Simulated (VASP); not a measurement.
# GdN (Fm-3m) in VASP: further runs

The runs below take GdN through single point, with PBE+U.

Program: VASP 6.6.1. These are calculated values, not measurements. Logs are shortened: lines on timing, memory, paths and dates and some standing lists are left out, and cuts for length are marked.

## Step 1: The cell of the first run

It takes space group Fm-3m (No. 225, cubic). Conventional cell: a = 5.002 Å, b = 5.002 Å, c = 5.002 Å, α = 90.00°, β = 90.00°, γ = 90.00°. Within 3.3 Å of Gd (site symmetry m-3m) lie 6 N at 2.50 Å. N (site symmetry m-3m) has 6 Gd at 2.50 Å within 3.3 Å.

## Step 2: Single point, PBE+U, collinear spin, ferromagnetic start

INCAR

```
SYSTEM = GdN
PREC = Accurate
ENCUT = 520
EDIFF = 1E-7
ISMEAR = 0
SIGMA = 0.05
LREAL = .FALSE.
LASPH = .TRUE.
NELM = 150
ALGO = Normal
ISIF = 2
LWAVE = .FALSE.
LCHARG = .FALSE.
ISPIN = 2
MAGMOM = 7.63 0
LORBIT = 11
LMAXMIX = 6
LDAU = .TRUE.
LDAUTYPE = 2
LDAUL = 3 -1
LDAUU = 6 0
LDAUJ = 0 0
LDAUPRINT = 1
GGA = PE
NBANDS = 22
```

KPOINTS

```
regular mesh
0
G
  10 10 10
  0 0 0
```

POSCAR

```
GdN
1.0
    0.0000000000      2.5011167844      2.5011167844
    2.5011167844      0.0000000000      2.5011167844
    2.5011167844      2.5011167844      0.0000000000
Gd N
1 1
Direct
    0.5000000000      0.5000000000      0.5000000000
    0.0000000000      0.0000000000      0.0000000000
```

Potentials or basis: VASP PAW PBE potentials, release 64 (Gd, N).

The run is started by

```
$ cat potpaw_PBE.64/Gd/POTCAR potpaw_PBE.64/N/POTCAR > POTCAR
$ mpirun -np 1 vasp_std > vasp.out
```

OUTCAR:

```text
SYSTEM = GdN
   PREC = Accurate
   ENCUT = 520
   EDIFF = 1E-7
   ISMEAR = 0
   LREAL = .FALSE.
   LASPH = .TRUE.
   NELM = 150
   ISIF = 2
   ISPIN = 2
   LORBIT = 11
   GGA = PE

 ion  position               nearest neighbor table
   1  0.500  0.500  0.500-   2 2.50   2 2.50   2 2.50   2 2.50   2 2.50   2 2.50
   2  0.000  0.000  0.000-   1 2.50   1 2.50   1 2.50   1 2.50   1 2.50   1 2.50

  LATTYP: Found a face centered cubic cell.
 ALAT       =     5.0022335688

  Lattice vectors:

 A1 = (   0.0000000000,   2.5011167844,   2.5011167844)
 A2 = (   2.5011167844,   0.0000000000,   2.5011167844)
 A3 = (   2.5011167844,   2.5011167844,   0.0000000000)

Analysis of symmetry for initial positions (statically):
=====================================================================
 Subroutine PRICEL returns:
 Original cell was already a primitive cell.

 Routine SETGRP: Setting up the symmetry group for a
 face centered cubic supercell.

 Subroutine GETGRP returns: Found 48 space group operations
 (whereof 48 operations were pure point group operations)
 out of a pool of 48 trial point group operations.

The static configuration has the point symmetry O_h .

Analysis of symmetry for dynamics (positions and initial velocities):
=====================================================================
 Subroutine PRICEL returns:
 Original cell was already a primitive cell.

 Routine SETGRP: Setting up the symmetry group for a
 face centered cubic supercell.

 Subroutine GETGRP returns: Found 48 space group operations
 (whereof 48 operations were pure point group operations)
 out of a pool of 48 trial point group operations.

The dynamic configuration has the point symmetry O_h .

Analysis of structural, dynamic, and magnetic symmetry:
=====================================================================
 Subroutine PRICEL returns:
 Original cell was already a primitive cell.

 Routine SETGRP: Setting up the symmetry group for a
 face centered cubic supercell.

 Subroutine GETGRP returns: Found 48 space group operations
 (whereof 48 operations were pure point group operations)
 out of a pool of 48 trial point group operations.

The overall configuration has the point symmetry O_h .

 Subroutine INISYM returns: Found 48 space group operations
 (whereof 48 operations are pure point group operations),
 and found     1 'primitive' translations

----------------------------------------------------------------------------------------

                                     Primitive cell

  volume of cell :      31.2919

  direct lattice vectors                    reciprocal lattice vectors
     0.000000000  2.501116784  2.501116784    -0.199910697  0.199910697  0.199910697
     2.501116784  0.000000000  2.501116784     0.199910697 -0.199910697  0.199910697
     2.501116784  2.501116784  0.000000000     0.199910697  0.199910697 -0.199910697

  length of vectors
[... 114 lines left out ...]
   IVDW    =     0    specifies the selected vdW correction
   LEPSILON=     F    determine dielectric tensor
   LRPA    =     F    only Hartree local field effects (RPA)
 spin polarized calculation
 Gauss-broadening in eV      SIGMA  =   0.05
  energy-cutoff  :      520.00
  volume of cell :       31.29
 maximum number of plane-waves:       869
 NGX is ok and might be reduce to    28
   NGX = 13   NGY = 13   NGZ = 13

atom =   1  type =  1  l = 3

 onsite density matrix

spin component  1

  0.9919 -0.0000  0.0011  0.0000 -0.0000 -0.0000 -0.0000
 -0.0000  0.9892 -0.0000  0.0000 -0.0000  0.0000 -0.0000
  0.0011 -0.0000  0.9913  0.0000  0.0000  0.0000 -0.0000
  0.0000  0.0000  0.0000  0.9927 -0.0000 -0.0000 -0.0000
 -0.0000 -0.0000  0.0000 -0.0000  0.9913 -0.0000 -0.0011
 -0.0000  0.0000  0.0000 -0.0000 -0.0000  0.9905 -0.0000
 -0.0000 -0.0000 -0.0000 -0.0000 -0.0011 -0.0000  0.9919

spin component  2

  0.0076  0.0000  0.0033 -0.0000 -0.0000  0.0000 -0.0000
  0.0000  0.0004  0.0000  0.0000  0.0000 -0.0000  0.0000
  0.0033  0.0000  0.0059  0.0000  0.0000  0.0000  0.0000
 -0.0000  0.0000  0.0000  0.0101  0.0000  0.0000 -0.0000
 -0.0000  0.0000  0.0000  0.0000  0.0059 -0.0000 -0.0033
  0.0000 -0.0000  0.0000  0.0000 -0.0000  0.0034  0.0000
 -0.0000  0.0000  0.0000 -0.0000 -0.0033  0.0000  0.0076

 occupancies and eigenvectors

  o =  0.0004  v =  0.0000  0.0000  0.0000  0.0000  0.0000  0.0000  0.0000  0.0000  1.0000 -0.0000  0.0000 -0.0000  0.0000 -0.0000      0.0000  0.0000  0.0000  0.0000  0.0000  0.0000  0.0000  0.0000  0.0000  0.0000  0.0000  0.0000  0.0000  0.0000
  o =  0.0034  v =  0.0000  0.0000  0.0000  0.0000  0.0000  0.0000  0.0000  0.0004  0.0000 -0.0005  0.0000  0.7906  0.0000  0.6124      0.0000  0.0000  0.0000  0.0000  0.0000  0.0000  0.0000  0.0000  0.0000  0.0000  0.0000  0.0000  0.0000  0.0000
  o =  0.0034  v =  0.0000  0.0000  0.0000  0.0000  0.0000  0.0000  0.0000  0.6124 -0.0000 -0.7906  0.0000 -0.0005  0.0000 -0.0004      0.0000  0.0000  0.0000  0.0000  0.0000  0.0000  0.0000  0.0000  0.0000  0.0000  0.0000  0.0000  0.0000  0.0000
  o =  0.0034  v =  0.0000  0.0000  0.0000  0.0000  0.0000  0.0000  0.0000  0.0000  0.0000 -0.0000  0.0000  0.0000 -1.0000  0.0000      0.0000  0.0000  0.0000  0.0000  0.0000  0.0000  0.0000  0.0000  0.0000  0.0000  0.0000  0.0000  0.0000  0.0000
  o =  0.0101  v =  0.0000  0.0000  0.0000  0.0000  0.0000  0.0000  0.0000  0.0000  0.0000 -0.0000 -1.0000  0.0002 -0.0000 -0.0002      0.0000  0.0000  0.0000  0.0000  0.0000  0.0000  0.0000  0.0000  0.0000  0.0000  0.0000  0.0000  0.0000  0.0000
  o =  0.0101  v =  0.0000  0.0000  0.0000  0.0000  0.0000  0.0000  0.0000  0.0000 -0.0000  0.0000 -0.0003 -0.6124  0.0000  0.7906      0.0000  0.0000  0.0000  0.0000  0.0000  0.0000  0.0000  0.0000  0.0000  0.0000  0.0000  0.0000  0.0000  0.0000
  o =  0.0101  v =  0.0000  0.0000  0.0000  0.0000  0.0000  0.0000  0.0000  0.7906  0.0000  0.6124 -0.0000 -0.0000  0.0000 -0.0000      0.0000  0.0000  0.0000  0.0000  0.0000  0.0000  0.0000  0.0000  0.0000  0.0000  0.0000  0.0000  0.0000  0.0000
  o =  0.9892  v =  0.0000 -1.0000 -0.0000 -0.0000 -0.0000 -0.0000 -0.0000  0.0000  0.0000  0.0000  0.0000  0.0000  0.0000  0.0000      0.0000  0.0000  0.0000  0.0000  0.0000  0.0000  0.0000  0.0000  0.0000  0.0000  0.0000  0.0000  0.0000  0.0000
  o =  0.9905  v =  0.0000 -0.0000  0.0000  0.0000  0.0186  0.9997  0.0144  0.0000  0.0000  0.0000  0.0000  0.0000  0.0000  0.0000      0.0000  0.0000  0.0000  0.0000  0.0000  0.0000  0.0000  0.0000  0.0000  0.0000  0.0000  0.0000  0.0000  0.0000
  o =  0.9905  v =  0.6124  0.0000 -0.7906 -0.0000  0.0000  0.0000  0.0000  0.0000  0.0000  0.0000  0.0000  0.0000  0.0000  0.0000      0.0000  0.0000  0.0000  0.0000  0.0000  0.0000  0.0000  0.0000  0.0000  0.0000  0.0000  0.0000  0.0000  0.0000
  o =  0.9905  v =  0.0000  0.0000 -0.0000  0.0000 -0.7904  0.0235 -0.6122  0.0000  0.0000  0.0000  0.0000  0.0000  0.0000  0.0000      0.0000  0.0000  0.0000  0.0000  0.0000  0.0000  0.0000  0.0000  0.0000  0.0000  0.0000  0.0000  0.0000  0.0000
  o =  0.9927  v = -0.7906  0.0000 -0.6124 -0.0000  0.0000  0.0000  0.0000  0.0000  0.0000  0.0000  0.0000  0.0000  0.0000  0.0000      0.0000  0.0000  0.0000  0.0000  0.0000  0.0000  0.0000  0.0000  0.0000  0.0000  0.0000  0.0000  0.0000  0.0000
  o =  0.9927  v =  0.0000  0.0000 -0.0000 -0.0676 -0.6110 -0.0000  0.7888  0.0000  0.0000  0.0000  0.0000  0.0000  0.0000  0.0000      0.0000  0.0000  0.0000  0.0000  0.0000  0.0000  0.0000  0.0000  0.0000  0.0000  0.0000  0.0000  0.0000  0.0000
  o =  0.9927  v =  0.0000  0.0000  0.0000 -0.9977  0.0414  0.0000 -0.0534  0.0000  0.0000  0.0000  0.0000  0.0000  0.0000  0.0000      0.0000  0.0000  0.0000  0.0000  0.0000  0.0000  0.0000  0.0000  0.0000  0.0000  0.0000  0.0000  0.0000  0.0000

 number of electron      23.0000005 magnetization       7.0000116

 Free energy of the ion-electron system (eV)
  ---------------------------------------------------
  ext. energy  EPLUGINS =         0.00000000
  ---------------------------------------------------
  free energy    TOTEN  =       -22.81247248 eV

  energy without entropy =      -22.81229214  energy(sigma->0) =      -22.81238231

 E-fermi :   3.6959     XC(G=0): -11.5275

 val. band max:        3.6949189214   @ k =   0.1000   0.1000   0.0000
 cond. band min:       3.9330781544   @ k =   0.0000   0.0000   0.0000
 fundamental gap:      0.2381592331
 Fermi energy:         3.6958938849

 spin component 1

 k-point     1 :       0.0000    0.0000    0.0000
  band No.  band energies     occupation
      1     -39.9917      1.00000
      2     -16.9862      1.00000
      3     -16.9862      1.00000
      4     -16.9862      1.00000
      5      -9.0860      1.00000
      6      -2.5744      1.00000
[... 1193 lines left out ...]
     21      14.4942      0.00000
     22      17.9812      0.00000

 [... further k-points ...]

------------------------ aborting loop because EDIFF is reached ----------------------------------------

  FORCE on cell =-STRESS in cart. coord.  units (eV):
  Direction    XX          YY          ZZ          XY          YZ          ZX
  --------------------------------------------------------------------------------------
  -------------------------------------------------------------------------------------
  Total        0.0518719      0.0518719      0.0518719      0.0000000      0.0000000     -0.0000000
  in kB        2.6558944      2.6558944      2.6558944      0.0000000      0.0000000     -0.0000000
  external PRESSURE =       2.6558944 kB  Pullay stress =       0.0000000 kB

 VOLUME and BASIS-vectors are now :
 -----------------------------------------------------------------------------
  energy-cutoff  :      520.00
  volume of cell :       31.29
      direct lattice vectors                 reciprocal lattice vectors
     0.000000000  2.501116784  2.501116784    -0.199910697  0.199910697  0.199910697
     2.501116784  0.000000000  2.501116784     0.199910697 -0.199910697  0.199910697
     2.501116784  2.501116784  0.000000000     0.199910697  0.199910697 -0.199910697

 POSITION                                       TOTAL-FORCE (eV/Angst)
 -----------------------------------------------------------------------------------
      2.50112      2.50112      2.50112        -0.000000      0.000000      0.000000
      0.00000      0.00000      0.00000         0.000000     -0.000000     -0.000000
 -----------------------------------------------------------------------------------
    total drift:                                0.000000      0.000000      0.000000

  FREE ENERGIE OF THE ION-ELECTRON SYSTEM (eV)
  ---------------------------------------------------
  free  energy   TOTEN  =       -22.8124724760 eV

  energy  without entropy=      -22.8122921391  energy(sigma->0) =      -22.81238231

 total charge

# of ion       s       p       d       f       tot
--------------------------------------------------
    1        2.035   5.667   0.537   6.972  15.211
    2        1.248   2.385   0.000   0.000   3.633
--------------------------------------------------
tot          3.283   8.051   0.537   6.972  18.844

 magnetization (x)

# of ion       s       p       d       f       tot
--------------------------------------------------
    1       -0.006  -0.086   0.071   6.893   6.872
    2       -0.009  -0.106   0.000   0.000  -0.114
--------------------------------------------------
tot         -0.015  -0.192   0.071   6.893   6.757
```

It took 2.3 min on 1 thread of Intel Xeon Platinum 8259CL at 2.50GHz (Skylake/Cascade Lake), shared host; peak memory 0.22 GiB.

Results:

- Free energy: -22.8125 eV
- Pressure: 0.3 GPa
- Band gap on the k mesh: zero (filled and empty bands overlap)
- Net moment: 7.00 μB per cell
- Site moments: Gd +6.87; N -0.11 μB
- Valence electrons inside the program's atomic spheres: Gd 15.21; N 3.63

Levels at points of the mesh, in eV from the Fermi level:
Spin up:
| k point | band 11 | band 12 | band 13 | band 14 | band 15 | band 16 | band 17 | band 18 | band 19 | band 20 |
| --- | --- | --- | --- | --- | --- | --- | --- | --- | --- | --- |
| (0.00, 0.00, 0.00) | -6.05 | -6.05 | 0.24 | 0.24 | 0.24 | 2.65 | 2.65 | 2.65 | 3.34 | 4.74 |
| (0.50, 0.00, 0.00) | -6.05 | -6.02 | -4.14 | -2.33 | -2.33 | 5.26 | 5.97 | 5.97 | 6.63 | 10.01 |
| (0.50, 0.50, 0.00) | -6.11 | -6.10 | -1.25 | -0.27 | -0.15 | -0.15 | 6.59 | 6.62 | 7.65 | 7.65 |
Spin down:
```tsv
k point	band 6	band 7	band 8	band 9	band 10	band 11
(0.00, 0.00, 0.00)	-0.33	-0.33	-0.33	3.46	3.46	3.46
(0.50, 0.00, 0.00)	-3.90	-2.25	-2.25	4.51	4.88	4.88
(0.50, 0.50, 0.00)	-0.96	-0.42	-0.42	0.38	4.95	4.98
```

Eigenvalues of the final occupation matrices:
```csv
site,spin,trace,eigenvalues
site 1 f,1,6.94,0.99 0.99 0.99 0.99 0.99 0.99 0.99
site 1 f,2,0.04,0.00 0.00 0.00 0.00 0.01 0.01 0.01
```

Caveat: spin-orbit coupling is left out, which moves the levels of the heavy elements; a cell with one magnetic atom can't hold antiferromagnetic order, which such compounds often take.

## Step 3: Single point, PBE+U, collinear spin, ferromagnetic start (15.96 Å³/atom)

This run uses another cell than the first one, of 15.96 Å³/atom.

Edit INCAR of step 2 so:

```diff
@@ -14,3 +14,3 @@
 ISPIN = 2
-MAGMOM = 7.63 0
+MAGMOM = 7.64 -0.16
 LORBIT = 11
```

KPOINTS is that of step 2.

POSCAR

```
GdN
1.0
    0.0000000000      2.5176809544      2.5176809544
    2.5176809544      0.0000000000      2.5176809544
    2.5176809544      2.5176809544      0.0000000000
Gd N
1 1
Direct
    0.5000000000      0.5000000000      0.5000000000
    0.0000000000      0.0000000000      0.0000000000
```

Potentials or basis: VASP PAW PBE potentials, release 64 (Gd, N).

The run is started by

```
$ cat potpaw_PBE.64/Gd/POTCAR potpaw_PBE.64/N/POTCAR > POTCAR
$ mpirun -np 1 vasp_std > vasp.out
```

Run time: 2.2 min. Hardware: 1 thread of Intel Xeon Platinum 8259CL at 2.50GHz (Skylake/Cascade Lake), shared host; peak memory 0.22 GiB.

Results (log left out):

```yaml
Free_energy: -22.8085 eV
Pressure: -2.6 GPa
Band_gap_on_the_k_mesh: zero (filled and empty bands overlap)
Net_moment: 7.00 μB per cell
Site_moments: Gd +6.87; N -0.11 μB
Valence_electrons_inside_the_program's_atomic_spheres: Gd 15.19; N 3.62
```

Levels at points of the mesh, in eV from the Fermi level:
Spin up:
| k point | band 12 | band 13 | band 14 | band 15 | band 16 | band 17 | band 18 | band 19 |
| --- | --- | --- | --- | --- | --- | --- | --- | --- |
| (0.00, 0.00, 0.00) | -6.15 | 0.23 | 0.23 | 0.23 | 2.63 | 2.63 | 2.63 | 3.18 |
| (0.50, 0.00, 0.00) | -6.11 | -4.08 | -2.27 | -2.27 | 5.16 | 5.86 | 5.86 | 6.51 |
| (0.50, 0.50, 0.00) | -6.19 | -1.29 | -0.23 | -0.17 | -0.17 | 6.42 | 6.46 | 7.49 |
Spin down:
```
           k point  band 4  band 5  band 6  band 7  band 8  band 9  band 10  band 11  band 12  band 13
(0.00, 0.00, 0.00)  -18.51  -12.78   -0.32   -0.32   -0.32    3.44     3.44     3.44     3.66     4.47
(0.50, 0.00, 0.00)  -18.60  -10.98   -3.84   -2.19   -2.19    4.44     4.80     4.80     5.09     5.09
(0.50, 0.50, 0.00)  -18.89  -12.48   -1.01   -0.43   -0.43    0.42     4.87     4.90     5.00     5.00
```

Eigenvalues of the final occupation matrices:
| site | spin | trace | eigenvalues |
| --- | --- | --- | --- |
| site 1 f | 1 | 6.94 | 0.99 0.99 0.99 0.99 0.99 0.99 0.99 |
| site 1 f | 2 | 0.04 | 0.00 0.00 0.00 0.00 0.01 0.01 0.01 |

Caveat: spin-orbit coupling is left out, which moves the levels of the heavy elements; a cell with one magnetic atom can't hold antiferromagnetic order, which such compounds often take. The state reached can hang on the start; a lower one may exist.

(Part 1 of 2 ends here.)
